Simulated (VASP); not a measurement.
# AlC3 (Pm-3m) in VASP: notebook, part 2 of 2

VASP 6.6.1. The steps go on from the part before.

## (4) Relaxation of cell and atoms, PBE

This run uses another cell than the first one, of 8.27 Å³/atom.

INCAR reads:

```
ALGO = Normal ; EDIFF = 1E-7
EDIFFG = -0.02 ; ENCUT = 600
GGA = PE ; GGA_COMPAT = F
IBRION = 2 ; ISIF = 3
ISMEAR = -1 ; LASPH = T
LCHARG = F ; LREAL = F
LWAVE = F ; NELM = 120
NELMIN = 4 ; NSW = 60
PREC = Accurate ; SIGMA = 0.05
```

KPOINTS reads:

```
k-points
0
Gamma
  7 7 7
```

POSCAR reads:

```
AlC3
1.0
    3.2100000000      0.0000000000      0.0000000000
    0.0000000000      3.2100000000      0.0000000000
    0.0000000000      0.0000000000      3.2100000000
Al C
1 3
Direct
    0.0000000000      0.0000000000      0.0000000000
    0.0000000000      0.5000000000      0.5000000000
    0.5000000000      0.0000000000      0.5000000000
    0.5000000000      0.5000000000      0.0000000000
```

Potentials or basis: VASP PAW PBE potentials, release 64 (Al, C).

Command:

```
$ cat potpaw_PBE.64/Al/POTCAR potpaw_PBE.64/C/POTCAR > POTCAR
$ mpirun -np 1 vasp_std > vasp.out
```

OUTCAR:

```text
EDIFF = 1E-7
   EDIFFG = -0.02
   ENCUT = 600
   GGA = PE
   IBRION = 2
   ISIF = 3
   ISMEAR = -1
   LASPH = T
   LREAL = F
   NELM = 120
   NELMIN = 4
   NSW = 60
   PREC = Accurate

 ion  position               nearest neighbor table
   1  0.000  0.000  0.000-   2 2.27   3 2.27   4 2.27   2 2.27   3 2.27   2 2.27   4 2.27   2 2.27
                             3 2.27   4 2.27   3 2.27   4 2.27
   2  0.000  0.500  0.500-   1 2.27   1 2.27   1 2.27   1 2.27
   3  0.500  0.000  0.500-   1 2.27   1 2.27   1 2.27   1 2.27
   4  0.500  0.500  0.000-   1 2.27   1 2.27   1 2.27   1 2.27

  LATTYP: Found a simple cubic cell.
 ALAT       =     3.2100000000

  Lattice vectors:

 A1 = (   3.2100000000,   0.0000000000,   0.0000000000)
 A2 = (   0.0000000000,   3.2100000000,   0.0000000000)
 A3 = (   0.0000000000,   0.0000000000,   3.2100000000)

Analysis of symmetry for initial positions (statically):
=====================================================================
 Subroutine PRICEL returns:
 Original cell was already a primitive cell.

 Routine SETGRP: Setting up the symmetry group for a
 simple cubic supercell.

 Subroutine GETGRP returns: Found 48 space group operations
 (whereof 48 operations were pure point group operations)
 out of a pool of 48 trial point group operations.

The static configuration has the point symmetry O_h .

Analysis of symmetry for dynamics (positions and initial velocities):
=====================================================================
 Subroutine PRICEL returns:
 Original cell was already a primitive cell.

 Routine SETGRP: Setting up the symmetry group for a
 simple cubic supercell.

 Subroutine GETGRP returns: Found 48 space group operations
 (whereof 48 operations were pure point group operations)
 out of a pool of 48 trial point group operations.

[... 179 lines left out ...]
  ---------------------------------------------------
  free  energy   TOTEN  =       -20.6366784418 eV

  energy  without entropy=      -20.6279492416  energy(sigma->0) =      -20.63231384

--------------------------------------- Ionic step        2  -------------------------------------------

 number of electron      15.0000000 magnetization

 Free energy of the ion-electron system (eV)
  ---------------------------------------------------
  ext. energy  EPLUGINS =         0.00000000
  ---------------------------------------------------
  free energy    TOTEN  =       -20.63691900 eV

  energy without entropy =      -20.62823196  energy(sigma->0) =      -20.63257548

 E-fermi :   9.1115     XC(G=0): -12.2796

 val. band max:        9.1089311824   @ k =   0.4286   0.4286   0.0000
 cond. band min:       9.2479324756   @ k =   0.4286   0.2857   0.1429
 fundamental gap:      0.1390012931
 Fermi energy:         9.1114503418

 k-point     1 :       0.0000    0.0000    0.0000
  band No.  band energies     occupation
      1      -8.2506      2.00000
      2       2.6406      2.00000
      3       2.6406      2.00000
      4       3.2918      2.00000
      5       3.2918      2.00000
      6       3.2918      2.00000
      7      10.6309      0.00000
      8      10.6309      0.00000
      9      10.6309      0.00000
     10      11.2453      0.00000
     11      13.5947      0.00000
[... 253 lines left out ...]
 k-point    20 :       0.4286    0.4286    0.4286
  band No.  band energies     occupation
      1      -1.9707      2.00000
      2      -0.8081      2.00000
      3      -0.8081      2.00000
      4       1.3509      2.00000
      5       1.9164      2.00000
      6       1.9164      2.00000
      7       2.7244      2.00000
      8       8.8089      1.99530
      9      14.0036      0.00000
     10      14.0036      0.00000
     11      14.1462      0.00000

------------------------ aborting loop because EDIFF is reached ----------------------------------------

  FORCE on cell =-STRESS in cart. coord.  units (eV):
  Direction    XX          YY          ZZ          XY          YZ          ZX
  --------------------------------------------------------------------------------------
  -------------------------------------------------------------------------------------
  Total        0.0349541      0.0349541      0.0349541      0.0000000     -0.0000000      0.0000000
  in kB        1.7013372      1.7013372      1.7013372      0.0000000     -0.0000000      0.0000000
  external PRESSURE =       1.7013372 kB  Pullay stress =       0.0000000 kB

 VOLUME and BASIS-vectors are now :
 -----------------------------------------------------------------------------
  energy-cutoff  :      600.00
  volume of cell :       32.92
      direct lattice vectors                 reciprocal lattice vectors
     3.204838210  0.000000000 -0.000000000     0.312028232 -0.000000000 -0.000000000
     0.000000000  3.204838210 -0.000000000    -0.000000000  0.312028232 -0.000000000
     0.000000000  0.000000000  3.204838210     0.000000000  0.000000000  0.312028232

 POSITION                                       TOTAL-FORCE (eV/Angst)
 -----------------------------------------------------------------------------------
      0.00000      0.00000      0.00000        -0.000000     -0.000000     -0.000000
      0.00000      1.60242      1.60242         0.000000     -0.000000      0.000000
      1.60242      0.00000      1.60242        -0.000000      0.000000     -0.000000
      1.60242      1.60242     -0.00000        -0.000000     -0.000000     -0.000000
 -----------------------------------------------------------------------------------
    total drift:                                0.000000      0.000000      0.000000

  FREE ENERGIE OF THE ION-ELECTRON SYSTEM (eV)
  ---------------------------------------------------
  free  energy   TOTEN  =       -20.6369189967 eV

  energy  without entropy=      -20.6282319553  energy(sigma->0) =      -20.63257548

 reached required accuracy - stopping structural energy minimisation
```

OSZICAR:

```text
N       E                     dE             d eps       ncg     rms          rms(c)
DAV:   1     0.271617776519E+02    0.27162E+02   -0.74972E+03   456   0.132E+03
DAV:   2    -0.184567887959E+02   -0.45619E+02   -0.42635E+02   571   0.179E+02
DAV:   3    -0.209038955441E+02   -0.24471E+01   -0.23056E+01   596   0.381E+01
DAV:   4    -0.209693802718E+02   -0.65485E-01   -0.63797E-01   624   0.501E+00
DAV:   5    -0.209706688549E+02   -0.12886E-02   -0.12864E-02   608   0.626E-01    0.370E+00
DAV:   6    -0.207066515334E+02    0.26402E+00   -0.33526E-01   500   0.350E+00    0.197E+00
DAV:   7    -0.206409056711E+02    0.65746E-01   -0.12873E-01   523   0.226E+00    0.584E-01
DAV:   8    -0.206367209493E+02    0.41847E-02   -0.64548E-03   639   0.643E-01    0.723E-02
DAV:   9    -0.206366820210E+02    0.38928E-04   -0.54631E-04   518   0.198E-01    0.216E-02
DAV:  10    -0.206366776619E+02    0.43591E-05   -0.32369E-05   546   0.395E-02    0.825E-03
DAV:  11    -0.206366785264E+02   -0.86445E-06   -0.20815E-06   654   0.123E-02    0.140E-03
DAV:  12    -0.206366784418E+02    0.84583E-07   -0.40546E-07   530   0.402E-03
   1 F= -.20636678E+02 E0= -.20632314E+02  d E =-.206367E+02
       N       E                     dE             d eps       ncg     rms          rms(c)
DAV:   1    -0.206372228245E+02   -0.54430E-03   -0.13902E-02   446   0.107E+00    0.111E-01
DAV:   2    -0.206369775826E+02    0.24524E-03   -0.49137E-04   479   0.175E-01    0.536E-02
DAV:   3    -0.206369216120E+02    0.55971E-04   -0.18514E-04   482   0.904E-02    0.889E-03
DAV:   4    -0.206369190658E+02    0.25462E-05   -0.51665E-06   542   0.171E-02    0.383E-03
DAV:   5    -0.206369189967E+02    0.69089E-07   -0.33931E-07   506   0.478E-03
   2 F= -.20636919E+02 E0= -.20632575E+02  d E =-.240555E-03
```

It took 12 s on 1 thread of Intel Xeon Platinum 8259CL at 2.50GHz (Skylake/Cascade Lake), shared host; peak memory 0.15 GiB.

Results:

```
Free energy                           : -20.6369 eV
Relaxed volume                        : 8.23 Å³/atom
Relaxed cell                          : a = 3.205 Å, b = 3.205 Å, c = 3.205 Å, α = 90.00°, β = 90.00°, γ = 90.00°
Space group after relaxing (to 0.1 Å) : Pm-3m (No. 221)
Energy gained by relaxing             : 0.1 meV/atom
Ionic steps                           : 2
Pressure after relaxing               : 0.2 GPa
Band gap on the k mesh                : zero (an odd number of electrons rules out a gap without spin polarisation)
```

Step by step:
```
step  energy change (eV)  largest force (eV/Å)  pressure (GPa)  volume (Å³)
   1              0.0000                0.0000           -0.65        33.08
   2             -0.0002                0.0000            0.17        32.92
```

Final structure:
```cif
data_structure
_symmetry_space_group_name_H-M 'P 1'
_symmetry_Int_Tables_number 1
_cell_length_a 3.2048
_cell_length_b 3.2048
_cell_length_c 3.2048
_cell_angle_alpha 90.000
_cell_angle_beta 90.000
_cell_angle_gamma 90.000
_cell_volume 32.92
loop_
_atom_site_label
_atom_site_type_symbol
_atom_site_fract_x
_atom_site_fract_y
_atom_site_fract_z
_atom_site_occupancy
Al1 Al 0.00000 0.00000 0.00000 1
C1 C 0.00000 0.50000 0.50000 1
C2 C 0.50000 0.00000 0.50000 1
C3 C 0.50000 0.50000 0.00000 1
```

Levels at points of the mesh, in eV from the Fermi level:
| k point | band 6 | band 7 | band 8 | band 9 | band 10 | band 11 |
| --- | --- | --- | --- | --- | --- | --- |
| (0.00, 0.00, 0.00) | -5.82 | 1.52 | 1.52 | 1.52 | 2.13 | 4.48 |

## (5) Relaxation of cell and atoms, PBE

This run uses another cell than the first one, of 10.72 Å³/atom.

INCAR reads:

```
SYSTEM = AlC3
ALGO = Normal ; EDIFF = 1E-7
EDIFFG = -0.02 ; ENCUT = 600
GGA = PE ; GGA_COMPAT = .FALSE.
IBRION = 2 ; ISIF = 3
ISMEAR = -1 ; LASPH = .TRUE.
LCHARG = .FALSE. ; LREAL = .FALSE.
LWAVE = .FALSE. ; NELM = 120
NELMIN = 4 ; NSW = 60
PREC = Accurate ; SIGMA = 0.05
```

KPOINTS reads:

```
k-points
0
G
  6 6 6
  0 0 0
```

POSCAR reads:

```
AlC3
1.0
    3.5000000000      0.0000000000      0.0000000000
    0.0000000000      3.5000000000      0.0000000000
    0.0000000000      0.0000000000      3.5000000000
Al C
1 3
Direct
    0.0000000000      0.0000000000      0.0000000000
    0.5000000000      0.0000000000      0.0000000000
    0.0000000000      0.0000000000      0.5000000000
    0.0000000000      0.5000000000      0.0000000000
```

Command:

```
$ cat potpaw_PBE.64/Al/POTCAR potpaw_PBE.64/C/POTCAR > POTCAR
$ mpirun -np 1 vasp_std > vasp.out
```

Wall time 28 s (1 thread of Intel Xeon Platinum 8259CL at 2.50GHz (Skylake/Cascade Lake), shared host); peak memory 0.15 GiB.

The run converged. Its results:

```yaml
Free_energy: -18.6409 eV
Relaxed_volume: 15.26 Å³/atom
Relaxed_cell: a = 3.938 Å, b = 3.938 Å, c = 3.938 Å, α = 90.00°, β = 90.00°, γ = 90.00°
Space_group_after_relaxing_to_0.1_Å: Pm-3m (No. 221)
Energy_gained_by_relaxing: 631.3 meV/atom
Ionic_steps: 4
Pressure_after_relaxing: -0.1 GPa
Band_gap_on_the_k_mesh: zero (an odd number of electrons rules out a gap without spin polarisation)
```

The path:
| step | energy change (eV) | largest force (eV/Å) | pressure (GPa) | volume (Å³) |
| --- | --- | --- | --- | --- |
| 1 | 0.0000 | 0.0000 | 59.10 | 42.88 |
| 2 | -2.0723 | 0.0000 | -11.16 | 72.39 |
| 3 | -2.5247 | 0.0000 | 0.55 | 60.62 |
| 4 | -2.5253 | 0.0000 | -0.10 | 61.05 |

Final structure:
```
Al C
1.0
     3.93766    0.00000    0.00000
     0.00000    3.93766    0.00000
     0.00000    0.00000    3.93766
Al C
1 3
Cartesian
  0.0000 0.0000 0.0000
  1.9688 0.0000 0.0000
  0.0000 0.0000 1.9688
  0.0000 1.9688 0.0000
```

Levels at points of the mesh, in eV from the Fermi level:
```
           k point  band 4  band 5  band 6  band 7  band 8  band 9  band 10  band 11
(0.00, 0.00, 0.00)   -3.83   -3.83   -3.83    1.40    1.40    1.40     2.02     2.02
(0.50, 0.00, 0.00)   -3.19   -3.19   -1.67   -0.06    0.01    0.01     0.69     1.83
(0.50, 0.50, 0.00)   -3.61   -2.82   -2.46    0.14    0.14    0.42     0.42     0.67
(0.50, 0.50, 0.50)   -7.08   -2.58   -2.58   -2.58    0.72    0.72     3.17     3.17
```

Caveat: the volume moved by over 15 % at a fixed basis, so the end points are rough.

## (6) The runs side by side

```csv
task,cell,k mesh,gap on the mesh (eV),pressure (GPa),relaxed volume (Å³/atom)
single point,"a = 3.207 Å, 4 atoms, atomic positions A",7 × 7 × 7,none,-0.1,-
single point,"a = 3.938 Å, 4 atoms, atomic positions B",6 × 6 × 6,none,-0.1,-
relaxation of cell and atoms,"relaxed from a = 3.210 Å, 4 atoms, atomic positions A",7 × 7 × 7,none,0.2,8.23
relaxation of cell and atoms,"relaxed from a = 3.500 Å, 4 atoms, atomic positions B",6 × 6 × 6,none,-0.1,15.26
```

Alike in all rows: level PBE; potentials or basis VASP PAW PBE potentials, release 64 (Al, C); no spin polarisation; cutoff (eV) 600; smearing fermi-dirac 0.05 eV.

Caveats: the volume moved by over 15 % at a fixed basis, so the end points are rough (at least some runs).

Absolute energies hang on the potentials; compare differences alone.
